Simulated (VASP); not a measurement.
## BaF2: single point with PBEsol

Crystal: BaF2.

```
Ba F
1.0
     0.00000    3.06904    3.06904
     3.06904    0.00000    3.06904
     3.06904    3.06904    0.00000
Ba F
1 2
Direct
  0.00000 0.00000 0.00000
  0.25000 0.25000 0.25000
  0.75000 0.75000 0.75000
```

```
Program             : VASP 6.6.1
Task                : single point
Functional          : PBEsol
Potentials or basis : VASP PAW PBE potentials, release 64 (Ba_sv, F)
Cutoff              : 600 eV
k mesh              : 6 × 6 × 6
Occupations         : fermi-dirac, width 0.02 eV
Spin                : no spin polarisation
```

The pressure is 1.2 GPa. The band gap on the k mesh is 6.77 eV (least direct gap 6.85 eV).

Levels at points of the mesh, in eV from the valence-band top:
| k point | band 8 | band 9 | band 10 | band 11 | band 12 | band 13 | band 14 | band 15 | band 16 | band 17 |
| --- | --- | --- | --- | --- | --- | --- | --- | --- | --- | --- |
| (0.00, 0.00, 0.00) | -1.61 | -1.61 | -0.08 | -0.08 | -0.08 | 6.77 | 9.23 | 9.23 | 11.58 | 11.58 |
| (0.50, 0.00, 0.00) | -1.18 | -0.71 | -0.34 | -0.15 | -0.15 | 9.20 | 9.25 | 9.25 | 9.81 | 11.77 |
| (0.50, 0.50, 0.00) | -0.39 | -0.39 | -0.30 | -0.30 | -0.15 | 7.24 | 9.07 | 10.83 | 12.16 | 12.16 |

It took 19 s on 1 thread of Intel(R) Xeon(R) Platinum 8488C (Sapphire Rapids) (shared host), peak memory 0.2 GiB.

Caveat: the PAW data sets were made with another functional, which shifts forces and pressure a little; spin-orbit coupling is left out, which moves the levels of the heavy elements. Expect the measured gap to be larger: semilocal functionals such as PBEsol lack the derivative discontinuity.
